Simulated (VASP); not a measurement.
# P (Pm-3m) in VASP: further runs

Runs on P. Level: r2SCAN. Tasks: single point, relaxation of cell and atoms.

Program: VASP 6.6.1. These are calculated values, not measurements. Logs are shortened: lines on timing, memory, paths and dates and some standing lists are left out, and cuts for length are marked.

**1. The cell of the first run**

The structure is cubic, space group Pm-3m (No. 221). Conventional cell: a = 2.435 Å, b = 2.435 Å, c = 2.435 Å, α = 90.00°, β = 90.00°, γ = 90.00°. P (site symmetry m-3m) has 6 P at 2.44 Å within 3.2 Å.

This isn't the form of P at room conditions, which is orthorhombic.

**2. Single point, r2SCAN**

File POSCAR:

```
P
1.0
    2.4353033295      0.0000000000      0.0000000000
    0.0000000000      2.4353033295      0.0000000000
    0.0000000000      0.0000000000      2.4353033295
P
1
Direct
    0.0000000000      0.0000000000      0.0000000000
```

File INCAR.step1:

```
PREC = Accurate
ENCUT = 520
ISMEAR = 0
SIGMA = 0.02
LREAL = False
LASPH = True
NELM = 100
NBANDS = 8
GGA = PE
ALGO = Normal
EDIFF = 1E-4
LWAVE = True
LCHARG = False
```

File INCAR.step2:

```
PREC = Accurate
ENCUT = 520
EDIFF = 1E-7
ISMEAR = 0
SIGMA = 0.02
LREAL = False
LASPH = True
NELM = 100
ALGO = Normal
ISIF = 2
LWAVE = False
LCHARG = False
METAGGA = R2SCAN
LMIXTAU = True
NBANDS = 8
ISTART = 1
```

File KPOINTS:

```
Automatic mesh
0
Gamma
  8 8 8
```

Potentials or basis: VASP PAW PBE potentials, release 64 (P).

Launch:

```sh
$ cat potpaw_PBE.64/P/POTCAR > POTCAR
$ cp INCAR.step1 INCAR
$ mpirun -np 1 vasp_std > vasp.out
$ cp INCAR.step2 INCAR
$ mpirun -np 1 vasp_std > vasp.out
```

OUTCAR:

```text
PREC = Accurate
   ENCUT = 520
   EDIFF = 1E-7
   ISMEAR = 0
   LREAL = False
   LASPH = True
   NELM = 100
   ISIF = 2
   METAGGA = R2SCAN
   ISTART = 1

 ion  position               nearest neighbor table
   1  0.000  0.000  0.000-

  LATTYP: Found a simple cubic cell.
 ALAT       =     2.4353033295

  Lattice vectors:

 A1 = (   2.4353033295,   0.0000000000,   0.0000000000)
 A2 = (   0.0000000000,   2.4353033295,   0.0000000000)
 A3 = (   0.0000000000,   0.0000000000,   2.4353033295)

Analysis of symmetry for initial positions (statically):
=====================================================================
 Subroutine PRICEL returns:
 Original cell was already a primitive cell.

 Routine SETGRP: Setting up the symmetry group for a
 simple cubic supercell.

 Subroutine GETGRP returns: Found 48 space group operations
 (whereof 48 operations were pure point group operations)
 out of a pool of 48 trial point group operations.

The static configuration has the point symmetry O_h .

Analysis of symmetry for dynamics (positions and initial velocities):
=====================================================================
 Subroutine PRICEL returns:
 Original cell was already a primitive cell.

 Routine SETGRP: Setting up the symmetry group for a
 simple cubic supercell.

 Subroutine GETGRP returns: Found 48 space group operations
 (whereof 48 operations were pure point group operations)
 out of a pool of 48 trial point group operations.

The dynamic configuration has the point symmetry O_h .

 Subroutine INISYM returns: Found 48 space group operations
 (whereof 48 operations are pure point group operations),
 and found     1 'primitive' translations

----------------------------------------------------------------------------------------

                                     Primitive cell

  volume of cell :      14.4431

  direct lattice vectors                    reciprocal lattice vectors
     2.435303329  0.000000000  0.000000000     0.410626466  0.000000000  0.000000000
     0.000000000  2.435303329  0.000000000     0.000000000  0.410626466  0.000000000
     0.000000000  0.000000000  2.435303329     0.000000000  0.000000000  0.410626466

  length of vectors
     2.435303329  2.435303329  2.435303329     0.410626466  0.410626466  0.410626466
[... 78 lines left out ...]
   NELM   =    100;   NELMIN=  2; NELMDL=  0     # of ELM steps
   EDIFF  = 0.1E-06   stopping-criterion for ELM
   LREAL  =      F    real-space projection
   EDIFFG = 0.1E-05   stopping-criterion for IOM
   NSW    =      0    number of steps for IOM
   IBRION =     -1    ionic relax: 0-MD 1-quasi-New 2-CG
   NFREE  =      0    steps in history (QN), initial steepest desc. (CG)
   ISIF   =      2    stress and relaxation
   ISYM   =      2    0-nonsym 1-usesym 2-fastsym
   POTIM  = 0.5000    time-step for ionic-motion
   TEBEG  =    0.0;   TEEND  =   0.0 temperature during run
   PSTRESS=    0.0 pullay stress
   NELECT =       5.0000    total number of electrons
   NUPDOWN=      -1.0000    fix difference up-down
   EMIN   =  10.00;   EMAX   =-10.00  energy-range for DOS
   EFERMI =   0.00;   METHOD = LEGACY
   ISMEAR =     0;   SIGMA  =   0.02  broadening in eV -4-tet -1-fermi 0-gaus
   EFERMI_NEDOS =   21; number of points for ismear=-14 and -15
   IALGO  =     38    algorithm
   IMIX   =      4    mixing-type and parameters
     AMIX     =   0.40;   BMIX     =  1.00
     AMIX_MAG =   1.60;   BMIX_MAG =  1.00
  volume/ion in A,a.u.               =      14.44        97.47
  Fermi-wavevector in a.u.,A,eV,Ry     =   1.149507  2.172254 17.978293  1.321367
  Thomas-Fermi vector in A             =   2.286177
   LORBIT       =      0    0 simple, 1 ext, 2 COOP (PROOUT), +10 PAW based schemes
   METAGGA = R2SCAN    functional components
   LHFCALC =     F    Hartree Fock is set to
   AEXX    =    0.0000 exact exchange contribution
   IVDW    =     0    specifies the selected vdW correction
   LEPSILON=     F    determine dielectric tensor
   LRPA    =     F    only Hartree local field effects (RPA)
 non-spin polarized calculation
 Gauss-broadening in eV      SIGMA  =   0.02
  energy-cutoff  :      520.00
  volume of cell :       14.44
 maximum number of plane-waves:       402
   NGX =  9   NGY =  9   NGZ =  9

 number of electron       4.9999998 magnetization

 Free energy of the ion-electron system (eV)
  ---------------------------------------------------
  ext. energy  EPLUGINS =         0.00000000
  ---------------------------------------------------
  free energy    TOTEN  =        -8.78029199 eV

  energy without entropy =       -8.77925730  energy(sigma->0) =       -8.77977464

 E-fermi :   9.6082     XC(G=0): -11.9125

 val. band max:        9.6051817264   @ k =   0.3750   0.2500   0.1250
 cond. band min:      10.2076667573   @ k =   0.5000   0.2500   0.2500
 fundamental gap:      0.6024850309
 Fermi energy:         9.6081576333

 k-point     1 :       0.0000    0.0000    0.0000
  band No.  band energies     occupation
      1      -7.7013      2.00000
      2      15.0922      0.00000
      3      15.0922      0.00000
      4      15.0922      0.00000
      5      16.8723      0.00000
      6      16.8723      0.00000
      7      25.4078      0.00000
      8      35.7288      0.00000
[... 243 lines left out ...]
 k-point    24 :       0.5000    0.3750    0.1250
  band No.  band energies     occupation
      1       0.5589      2.00000
      2       3.5698      2.00000
      3       6.7716      2.00000
      4      12.9370      0.00000
      5      17.7355      0.00000
      6      23.4625      0.00000
      7      25.6578      0.00000
      8      29.9426      0.00000

 [... further k-points ...]

------------------------ aborting loop because EDIFF is reached ----------------------------------------

  FORCE on cell =-STRESS in cart. coord.  units (eV):
  Direction    XX          YY          ZZ          XY          YZ          ZX
  --------------------------------------------------------------------------------------
  -------------------------------------------------------------------------------------
  Total       -0.0469129     -0.0469129     -0.0469129      0.0000000      0.0000000      0.0000000
  in kB       -5.2040729     -5.2040729     -5.2040729      0.0000000      0.0000000      0.0000000
  external PRESSURE =      -5.2040729 kB  Pullay stress =       0.0000000 kB

 VOLUME and BASIS-vectors are now :
 -----------------------------------------------------------------------------
  energy-cutoff  :      520.00
  volume of cell :       14.44
      direct lattice vectors                 reciprocal lattice vectors
     2.435303329  0.000000000  0.000000000     0.410626466  0.000000000  0.000000000
     0.000000000  2.435303329  0.000000000     0.000000000  0.410626466  0.000000000
     0.000000000  0.000000000  2.435303329     0.000000000  0.000000000  0.410626466

 POSITION                                       TOTAL-FORCE (eV/Angst)
 -----------------------------------------------------------------------------------
      0.00000      0.00000      0.00000         0.000000      0.000000      0.000000
 -----------------------------------------------------------------------------------
    total drift:                                0.000000      0.000000      0.000000

  FREE ENERGIE OF THE ION-ELECTRON SYSTEM (eV)
  ---------------------------------------------------
  free  energy   TOTEN  =        -8.7802919906 eV

  energy  without entropy=       -8.7792572988  energy(sigma->0) =       -8.77977464
```

Run time: 5.7 s. Hardware: 1 thread of Intel Xeon 6975P-C (Granite Rapids), shared host; peak memory 0.11 GiB.

What came out:

```yaml
Free_energy: -8.7803 eV
Pressure: -0.5 GPa
Band_gap_on_the_k_mesh: zero (an odd number of electrons rules out a gap without spin polarisation)
```

Levels at points of the mesh, in eV from the Fermi level:
```
           k point  band 1  band 2  band 3  band 4  band 5  band 6  band 7
(0.00, 0.00, 0.00)  -17.31    5.48    5.48    5.48    7.26    7.26   15.80
(0.50, 0.00, 0.00)  -12.74   -9.03    8.53    8.53    9.91   15.32   15.32
(0.50, 0.50, 0.00)   -7.70   -5.52   -5.52    1.37   11.40   17.98   17.98
(0.50, 0.50, 0.50)   -2.28   -2.28   -2.28   -1.27    5.14    5.14    5.14
```

Caveat: the PAW data sets were made with another functional, which shifts forces and pressure a little.

**3. Relaxation of cell and atoms, r2SCAN**

POSCAR is that of step 2.

File INCAR.step1:

```
SYSTEM = P
PREC     = Accurate       ! precision mode
ENCUT    = 600            ! plane-wave cutoff, eV
ISMEAR   = 0              ! smearing method
SIGMA    = 0.02           ! smearing width, eV
LREAL    = .False.        ! projectors in reciprocal space
LASPH    = .True.         ! aspherical terms in the spheres
NELM     = 80             ! most SCF steps
GGA      = PE             ! functional
ALGO     = Normal         ! electronic algorithm
EDIFF    = 1E-4           ! SCF threshold, eV
LWAVE    = .True.         ! write WAVECAR
LCHARG   = .False.        ! write CHGCAR
```

File INCAR.step2:

```
SYSTEM = P
PREC     = Accurate       ! precision mode
ENCUT    = 600            ! plane-wave cutoff, eV
EDIFF    = 1E-7           ! SCF threshold, eV
ISMEAR   = 0              ! smearing method
SIGMA    = 0.02           ! smearing width, eV
LREAL    = .False.        ! projectors in reciprocal space
LASPH    = .True.         ! aspherical terms in the spheres
NELM     = 80             ! most SCF steps
ALGO     = Normal         ! electronic algorithm
ISIF     = 3              ! what is computed and relaxed
LWAVE    = .False.        ! write WAVECAR
LCHARG   = .False.        ! write CHGCAR
METAGGA  = R2SCAN         ! meta-GGA
LMIXTAU  = .True.       
IBRION   = 2              ! ionic algorithm
NSW      = 50             ! ionic steps
EDIFFG   = -0.02          ! ionic threshold
ISTART   = 1
```

File KPOINTS:

```
Automatic mesh
0
Gamma
  8 8 8
  0 0 0
```

Potentials or basis: VASP PAW PBE potentials, release 64 (P).

Launch:

```sh
$ cat potpaw_PBE.64/P/POTCAR > POTCAR
$ cp INCAR.step1 INCAR
$ mpirun -np 1 vasp_std > vasp.out
$ cp INCAR.step2 INCAR
$ mpirun -np 1 vasp_std > vasp.out
```

Wall time 11 s (1 thread of Intel Xeon 6975P-C (Granite Rapids), shared host); peak memory 0.12 GiB.

Results (log left out):

| Property | Result |
| --- | --- |
| Free energy | -8.7808 eV |
| Relaxed volume | 14.39 Å³/atom |
| Relaxed cell | a = 2.432 Å, b = 2.432 Å, c = 2.432 Å, α = 90.00°, β = 90.00°, γ = 90.00° |
| Space group after relaxing (to 0.1 Å) | Pm-3m (No. 221) |
| Energy gained by relaxing | 0.1 meV/atom |
| Ionic steps | 3 |
| Pressure after relaxing | 0.0 GPa |
| Band gap on the k mesh | zero (an odd number of electrons rules out a gap without spin polarisation) |

Final structure:
```
P
1.0
     2.43221    0.00000    0.00000
     0.00000    2.43221    0.00000
     0.00000    0.00000    2.43221
P
1
Direct
  0.00000 0.00000 0.00000
```

Levels at points of the mesh, in eV from the Fermi level:
| k point | band 1 | band 2 | band 3 | band 4 | band 5 | band 6 |
| --- | --- | --- | --- | --- | --- | --- |
| (0.00, 0.00, 0.00) | -17.35 | 5.51 | 5.51 | 5.51 | 7.26 | 7.26 |
| (0.50, 0.00, 0.00) | -12.76 | -9.06 | 8.57 | 8.57 | 9.91 | 15.33 |
| (0.50, 0.50, 0.00) | -7.70 | -5.54 | -5.54 | 1.35 | 11.45 | 18.01 |
| (0.50, 0.50, 0.50) | -2.29 | -2.29 | -2.29 | -1.22 | 5.13 | 5.13 |

Caveat: the PAW data sets were made with another functional, which shifts forces and pressure a little.

**4. Relaxation of cell and atoms, r2SCAN**

This run uses another cell than the first one, of 16.19 Å³/atom.

File POSCAR:

```
P
1.0
    2.5300000000      0.0000000000      0.0000000000
    0.0000000000      2.5300000000      0.0000000000
    0.0000000000      0.0000000000      2.5300000000
P
1
Direct
    0.0000000000      0.0000000000      0.0000000000
```

File INCAR.step1:

```
PREC = Accurate ; ENCUT = 600
ISMEAR = 0 ; SIGMA = 0.02
LREAL = F ; LASPH = T
NELM = 60 ; GGA = PE
ALGO = Normal ; EDIFF = 1E-4
LWAVE = T ; LCHARG = F
```

File INCAR.step2:

```
PREC = Accurate ; ENCUT = 600
EDIFF = 1E-7 ; ISMEAR = 0
SIGMA = 0.02 ; LREAL = F
LASPH = T ; NELM = 60
ALGO = Normal ; ISIF = 3
LWAVE = F ; LCHARG = F
METAGGA = R2SCAN ; LMIXTAU = T
IBRION = 2 ; NSW = 50
EDIFFG = -0.02 ; ISTART = 1
```

File KPOINTS:

```
regular mesh
0
Gamma
  8 8 8
```

Launch:

```sh
$ cat potpaw_PBE.64/P/POTCAR > POTCAR
$ cp INCAR.step1 INCAR
$ mpirun -np 1 vasp_std > vasp.out
$ cp INCAR.step2 INCAR
$ mpirun -np 1 vasp_std > vasp.out
```

Run time: 16 s. Hardware: 1 thread of Intel Xeon 6975P-C (Granite Rapids), shared host; peak memory 0.12 GiB.

Results (log left out):

```
Free energy                           : -8.7810 eV
Relaxed volume                        : 14.39 Å³/atom
Relaxed cell                          : a = 2.432 Å, b = 2.432 Å, c = 2.432 Å, α = 90.00°, β = 90.00°, γ = 90.00°
Space group after relaxing (to 0.1 Å) : Pm-3m (No. 221)
Energy gained by relaxing             : 72.1 meV/atom
Ionic steps                           : 3
Pressure after relaxing               : 0.0 GPa
Band gap on the k mesh                : zero (an odd number of electrons rules out a gap without spin polarisation)
```

The path:
| step | energy change (eV) | largest force (eV/Å) | pressure (GPa) | volume (Å³) |
| --- | --- | --- | --- | --- |
| 1 | 0.0000 | 0.0000 | -11.41 | 16.19 |
| 2 | -0.0550 | 0.0000 | 7.72 | 13.64 |
| 3 | -0.0721 | 0.0000 | -0.01 | 14.39 |

Final structure:
```
P
1.0
     2.43227    0.00000    0.00000
     0.00000    2.43227    0.00000
     0.00000    0.00000    2.43227
P
1
Direct
  0.00000 0.00000 0.00000
```

Levels at points of the mesh, in eV from the Fermi level:
```csv
k point,band 1,band 2,band 3,band 4,band 5,band 6
"(0.00, 0.00, 0.00)",-17.35,5.51,5.51,5.51,7.26,7.26
"(0.50, 0.00, 0.00)",-12.76,-9.06,8.57,8.57,9.91,15.33
"(0.50, 0.50, 0.00)",-7.70,-5.54,-5.54,1.35,11.45,18.01
"(0.50, 0.50, 0.50)",-2.29,-2.29,-2.29,-1.22,5.13,5.13
```

Caveat: the PAW data sets were made with another functional, which shifts forces and pressure a little.

**5. Overview**

| task | cell | cutoff (eV) | gap on the mesh (eV) | pressure (GPa) | relaxed volume (Å³/atom) |
| --- | --- | --- | --- | --- | --- |
| single point | a = 2.435 Å, 1 atom | 520 | none | -0.5 | - |
| relaxation of cell and atoms | relaxed from a = 2.435 Å, 1 atom | 600 | none | 0.0 | 14.39 |
| relaxation of cell and atoms | relaxed from a = 2.530 Å, 1 atom | 600 | none | 0.0 | 14.39 |

Alike in all rows: level r2SCAN; potentials or basis VASP PAW PBE potentials, release 64 (P); no spin polarisation; k mesh 8 × 8 × 8; smearing gaussian 0.02 eV.

Caveats: the PAW data sets were made with another functional, which shifts forces and pressure a little.

Absolute energies hang on the potentials; compare differences alone.
